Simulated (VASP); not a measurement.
Input of a VASP 6.6.1 run:

Contents of POSCAR:

```
CdS
1.0
    0.0000000000      2.8657344656      3.0438692751
    2.8657344656      0.0000000000      3.0438692751
    2.8657344656      2.8657344656      0.0000000000
Cd S
1 1
Direct
    0.0000000000      0.0000000000      0.0000000000
    0.2500000000      0.2500000000      0.2500000000
```

File INCAR.step1:

```
  PREC = Accurate
  ENCUT = 520
  ISMEAR = 0
  SIGMA = 0.01
  LREAL = False
  LASPH = True
  NELM = 80
  NBANDS = 16
  GGA = PE
  ALGO = Normal
  EDIFF = 1E-4
  LWAVE = True
  LCHARG = False
```

Contents of INCAR.step2:

```
  PREC = Accurate
  ENCUT = 520
  EDIFF = 1E-7
  ISMEAR = 0
  SIGMA = 0.01
  LREAL = False
  LASPH = True
  NELM = 80
  ALGO = Normal
  ISIF = 2
  LWAVE = False
  LCHARG = False
  METAGGA = R2SCAN
  LMIXTAU = True
  NBANDS = 16
  ISTART = 1
```

Contents of KPOINTS:

```
Automatic mesh
0
Gamma
  8 8 8
```

Potentials or basis: VASP PAW PBE potentials, release 64 (Cd, S).

Launch:

```console
$ cat potpaw_PBE.64/Cd/POTCAR potpaw_PBE.64/S/POTCAR > POTCAR
$ cp INCAR.step1 INCAR
$ mpirun -np 1 vasp_std > vasp.out
$ cp INCAR.step2 INCAR
$ mpirun -np 1 vasp_std > vasp.out
```

Task: Predict the band gap on the k mesh.

Result: 1.50 eV, direct.

Task: What does it give for the pressure?

Result: 1.2 GPa.

Stress tensor (GPa, compression positive):
```
1.58 0.00 0.00
0.00 1.58 0.00
0.00 0.00 0.36
```

Caveat: the cell differs from its parent crystal (epitaxial xy strain -2.5%); the PAW data sets were made with another functional, which shifts forces and pressure a little.
